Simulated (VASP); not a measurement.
# ZrB2 in VASP: further runs, part 2 of 2

VASP 6.6.1. Earlier steps stand in the parts before.

### 3 Single point, BLYP+D4, collinear spin, ferromagnetic start (atoms moved at random)

INCAR reads:

```
PREC = Accurate ; ENCUT = 520
EDIFF = 1E-7 ; ISMEAR = 1
SIGMA = 0.1 ; LREAL = F
LASPH = T ; NELM = 150
ALGO = Normal ; ISIF = 2
LWAVE = F ; LCHARG = F
ISPIN = 2 ; MAGMOM = -0.34 0 0
LORBIT = 11 ; LMAXMIX = 4
GGA = B5 ; ALDAX = 1.0
AGGAX = 1.0 ; AGGAC = 1.0
ALDAC = 0.0 ; IVDW = 13
VDW_S6 = 1.0 ; VDW_S8 = 2.34076671
VDW_A1 = 0.44488865 ; VDW_A2 = 4.0933009
NBANDS = 20
```

KPOINTS reads:

```
regular mesh
0
Gamma
  8 8 6
```

POSCAR reads:

```
ZrB2
1.0
    3.1700000000      0.0000000000      0.0000000000
   -1.5850000000      2.7453005300      0.0000000000
    0.0000000000      0.0000000000      3.5330000000
Zr B
1 2
Direct
   -0.0032397366     -0.0065621231     -0.0038822530
    0.6681717304      0.3218223252      0.4954571186
    0.3245814317      0.6646518223      0.4926116615
```

Potentials or basis: VASP PAW PBE potentials, release 64 (Zr_sv, B).

Run with:

```bash
$ cat potpaw_PBE.64/Zr_sv/POTCAR potpaw_PBE.64/B/POTCAR > POTCAR
$ mpirun -np 1 vasp_std > vasp.out
```

OUTCAR:

```text
PREC = Accurate
   ENCUT = 520
   EDIFF = 1E-7
   ISMEAR = 1
   LREAL = F
   LASPH = T
   NELM = 150
   ISIF = 2
   ISPIN = 2
   LORBIT = 11
   GGA = B5
   IVDW = 13

 ion  position               nearest neighbor table
   1  0.997  0.993  0.996-   3 2.52   2 2.52   2 2.53   3 2.53   3 2.54   3 2.55   2 2.55   2 2.55
                             2 2.55   2 2.56   3 2.56   3 2.56
   2  0.668  0.322  0.495-   3 1.80   3 1.80   3 1.88   1 2.52   1 2.53   1 2.55   1 2.55   1 2.55
                             1 2.56
   3  0.325  0.665  0.493-   2 1.80   2 1.80   2 1.88   1 2.52   1 2.53   1 2.54   1 2.55   1 2.56
                             1 2.56

  LATTYP: Found a hexagonal cell.
 ALAT       =     3.1700000000
 C/A-ratio  =     1.1145110410

  Lattice vectors:

 A1 = (   3.1700000000,   0.0000000000,   0.0000000000)
 A2 = (  -1.5850000000,   2.7453005300,   0.0000000000)
 A3 = (   0.0000000000,   0.0000000000,   3.5330000000)

Analysis of symmetry for initial positions (statically):
=====================================================================
 Subroutine PRICEL returns:
 Original cell was already a primitive cell.
[... 1308 lines left out ...]

  DFT-D4 for vdW energy calculation

  Edisp (eV):   -1.78180

  FORCE on cell =-STRESS in cart. coord.  units (eV):
  Direction    XX          YY          ZZ          XY          YZ          ZX
  --------------------------------------------------------------------------------------
  -------------------------------------------------------------------------------------
  Total      -0.59134    -0.81152    -0.44722    -0.19925    -0.00187     0.00399
  in kB     -30.81442   -42.28779   -23.30449   -10.38289    -0.09749     0.20814
  external pressure =      -32.14 kB  Pullay stress =        0.00 kB

 VOLUME and BASIS-vectors are now :
 -----------------------------------------------------------------------------
  energy-cutoff  :      520.00
  volume of cell :       30.75
      direct lattice vectors                 reciprocal lattice vectors
     3.170000000  0.000000000  0.000000000     0.315457413  0.182129422  0.000000000
    -1.585000000  2.745300530  0.000000000     0.000000000  0.364258845  0.000000000
     0.000000000  0.000000000  3.533000000     0.000000000  0.000000000  0.283045570

 POSITION                                       TOTAL-FORCE (eV/Angst)
 -----------------------------------------------------------------------------------
      1.58513      2.72729      3.51928        -0.011114     -0.006303     -0.104825
      1.60802      0.88350      1.75045        -0.474311      0.264930     -0.005487
     -0.02455      1.82467      1.74040         0.485425     -0.258627      0.110312
 -----------------------------------------------------------------------------------
    total drift:                               -0.000002     -0.000014     -0.000018

  FREE ENERGIE OF THE ION-ELECTRON SYSTEM (eV)
  ---------------------------------------------------
  free  energy   TOTEN  =       -23.8567798060 eV

  energy  without entropy=      -23.8564232587  energy(sigma->0) =      -23.85666096

 total charge

# of ion       s       p       d       tot
------------------------------------------
    1        2.166   6.029   1.795   9.990
    2        0.670   1.264   0.000   1.934
    3        0.670   1.264   0.000   1.934
--------------------------------------------------
tot          3.505   8.557   1.795  13.857

 magnetization (x)

# of ion       s       p       d       tot
------------------------------------------
    1       -0.000   0.000   0.000   0.000
    2        0.000  -0.000   0.000   0.000
    3        0.000  -0.000   0.000   0.000
--------------------------------------------------
tot          0.000   0.000   0.000   0.000
```

stdout:

```text
POSCAR found type information on POSCAR ZrB
 POSCAR found :  2 types and       3 ions
 scaLAPACK will be used
 -----------------------------------------------------------------------------
|                                                                             |
|                                                                             |
|     You enforced a specific xc type in the INCAR file but a different       |
|     I HOPE YOU KNOW WHAT YOU ARE DOING!                                     |
|                                                                             |
 -----------------------------------------------------------------------------

 LDA part: xc-table for (Slater(with rela. corr.)+VWN5), standard interpolation
 POSCAR, INCAR and KPOINTS ok, starting setup
 FFT: planning ... GRIDC
 FFT: planning ... GRID_SOFT
 FFT: planning ... GRID
 WAVECAR not read
 entering main loop
```

Run time: 2 min. Hardware: 1 thread of Intel Xeon Platinum 8488C (Sapphire Rapids), shared host; peak memory 0.29 GiB.

What came out:

```yaml
Free_energy: -23.8568 eV
Pressure: -3.2 GPa
Largest_force: 0.561 eV/Å
Band_gap_on_the_k_mesh: zero (filled and empty bands overlap)
Net_moment: 0.00 μB per cell
Valence_electrons_inside_the_program's_atomic_spheres: Zr 9.99; B 1.93
Dispersion_energy_per_atom: -0.594 eV
```

Forces on the atoms (eV/Å):
```
Zr  -0.011 -0.006 -0.105
B   -0.474  0.265 -0.005
B    0.485 -0.259  0.110
```

Stress tensor (GPa, compression positive):
```
-3.08 -1.04  0.02
-1.04 -4.23 -0.01
 0.02 -0.01 -2.33
```

Caveat: the cell differs from its parent crystal (atoms moved at random); the PAW data sets were made with another functional, which shifts forces and pressure a little; pairwise dispersion overbinds metals, which lowers pressure and volume.

### 4 Single point, LDA

INCAR reads:

```
SYSTEM = ZrB2
ALGO     = Normal         ! electronic algorithm
EDIFF    = 1E-7           ! SCF threshold, eV
ENCUT    = 520            ! plane-wave cutoff, eV
ISIF     = 2              ! what is computed and relaxed
ISMEAR   = -1             ! smearing method
LASPH    = .TRUE.         ! aspherical terms in the spheres
LCHARG   = .FALSE.        ! write CHGCAR
LREAL    = .FALSE.        ! projectors in reciprocal space
LWAVE    = .FALSE.        ! write WAVECAR
NBANDS   = 16             ! bands
NELM     = 80             ! most SCF steps
PREC     = Accurate       ! precision mode
SIGMA    = 0.05           ! smearing width, eV
```

KPOINTS reads:

```
k-points
0
G
  10 10 8
  0 0 0
```

POSCAR reads:

```
ZrB2
1.0
    3.1700000000      0.0000000000      0.0000000000
   -1.5850000000      2.7453005300      0.0000000000
    0.0000000000      0.0000000000      3.5330000000
Zr B
1 2
Direct
    0.0000000000      0.0000000000      0.0000000000
    0.6666666667      0.3333333333      0.5000000000
    0.3333333333      0.6666666667      0.5000000000
```

Potentials or basis: VASP PAW LDA potentials, release 64 (Zr_sv, B).

Run with:

```bash
$ cat potpaw_LDA.64/Zr_sv/POTCAR potpaw_LDA.64/B/POTCAR > POTCAR
$ mpirun -np 1 vasp_std > vasp.out
```

Wall time 16 s (1 thread of AMD EPYC 9R45 (Zen 5), shared host); peak memory 0.12 GiB.

It converged, with:

* Free energy: -27.4529 eV
* Pressure: -8.3 GPa
* Band gap on the k mesh: zero (band 9 reaches 11.02 eV, above the bottom of band 10 at 10.22 eV)

Stress tensor (GPa, compression positive):
```
-8.65  0.00  0.00
 0.00 -8.65  0.00
 0.00  0.00 -7.71
```

Levels at points of the mesh, in eV from the Fermi level:
```tsv
k point	band 5	band 6	band 7	band 8	band 9	band 10	band 11	band 12	band 13	band 14
(0.00, 0.00, 0.00)	-12.46	-2.53	-2.53	-2.49	-2.20	3.47	3.47	4.24	4.24	5.10
(0.50, 0.00, 0.00)	-8.77	-8.23	-3.79	-2.93	-2.59	2.35	2.38	5.00	5.09	6.66
(0.00, 0.00, 0.50)	-10.39	-6.82	-0.85	-0.85	0.41	0.41	0.85	0.85	1.89	5.13
(0.50, 0.00, 0.50)	-9.68	-6.77	-4.49	-4.02	-1.84	3.80	4.28	5.38	6.35	6.54
```

### 5 Single point, RPBE+D3(BJ)

This run uses another cell than the first one, of 9.05 Å³/atom, 0.883 times its volume.

INCAR reads:

```
PREC = Accurate
ENCUT = 520
EDIFF = 1E-6
ISMEAR = -1
SIGMA = 0.05
LREAL = F
LASPH = T
NELM = 80
ALGO = Normal
ISIF = 2
LWAVE = F
LCHARG = F
GGA = RP
IVDW = 12
NBANDS = 16
```

KPOINTS reads:

```
regular mesh
0
Gamma
  10 10 8
```

POSCAR reads:

```
ZrB2
1.0
    3.0468894116      0.0000000000      0.0000000000
   -1.5234447058      2.6386836330      0.0000000000
    0.0000000000      0.0000000000      3.3761651134
Zr B
1 2
Direct
    0.0000000000      0.0000000000      0.0000000000
    0.6666666667      0.3333333333      0.5000000000
    0.3333333333      0.6666666667      0.5000000000
```

Potentials or basis: VASP PAW PBE potentials, release 64 (Zr_sv, B).

Run with:

```bash
$ cat potpaw_PBE.64/Zr_sv/POTCAR potpaw_PBE.64/B/POTCAR > POTCAR
$ mpirun -np 1 vasp_std > vasp.out
```

It took 16 s on 1 thread of Intel Xeon Platinum 8488C (Sapphire Rapids), shared host; peak memory 0.17 GiB.

It converged, with:

```
Free energy                : -30.5609 eV
Pressure                   : 0.1 GPa
Band gap on the k mesh     : zero (band 9 reaches 12.65 eV, above the bottom of band 10 at 11.76 eV)
Dispersion energy per atom : -2.398 eV
```

Stress tensor (GPa, compression positive):
```
0.11 0.00 0.00
0.00 0.11 0.00
0.00 0.00 0.21
```

Levels at points of the mesh, in eV from the Fermi level:
```tsv
k point	band 7	band 8	band 9	band 10	band 11	band 12
(0.00, 0.00, 0.00)	-2.81	-2.74	-2.08	4.11	4.11	5.03
(0.50, 0.00, 0.00)	-4.19	-3.07	-2.94	2.63	2.80	5.85
(0.00, 0.00, 0.50)	-0.91	-0.91	0.43	0.43	1.00	1.00
(0.50, 0.00, 0.50)	-4.97	-4.44	-1.54	4.63	4.82	6.32
```

Caveat: the PAW data sets were made with another functional, which shifts forces and pressure a little; pairwise dispersion overbinds metals, which lowers pressure and volume.

### 6 The runs side by side

```tsv
level	potentials or basis	spin	cell	k mesh	smearing	gap on the mesh (eV)	pressure (GPa)
BLYP+D4	VASP PAW PBE potentials, release 64 (Zr_sv, B)	collinear, ferromagnetic start	a = 3.170, b = 3.170, c = 3.533 Å, angles 90.0, 90.0, 120.0°, 3 atoms	8 × 8 × 6	methfessel-paxton 0.1 eV	none	-3.2
LDA	VASP PAW LDA potentials, release 64 (Zr_sv, B)	off	a = 3.170, b = 3.170, c = 3.533 Å, angles 90.0, 90.0, 120.0°, 3 atoms	10 × 10 × 8	fermi-dirac 0.05 eV	none	-8.3
RPBE+D3(BJ)	VASP PAW PBE potentials, release 64 (Zr_sv, B)	off	a = 3.047, b = 3.047, c = 3.376 Å, angles 90.0, 90.0, 120.0°, 3 atoms	10 × 10 × 8	fermi-dirac 0.05 eV	none	0.1
```

Some of these runs hold the atoms at other places in the same cell, which the table doesn't show; runs alike in all that it shows share one row.

Alike in all rows: task single point; cutoff (eV) 520.

Caveats: the PAW data sets were made with another functional, which shifts forces and pressure a little (some runs); pairwise dispersion overbinds metals, which lowers pressure and volume (some runs).

Total energies depend on the potentials used, so only differences within one code and one set of settings carry meaning.
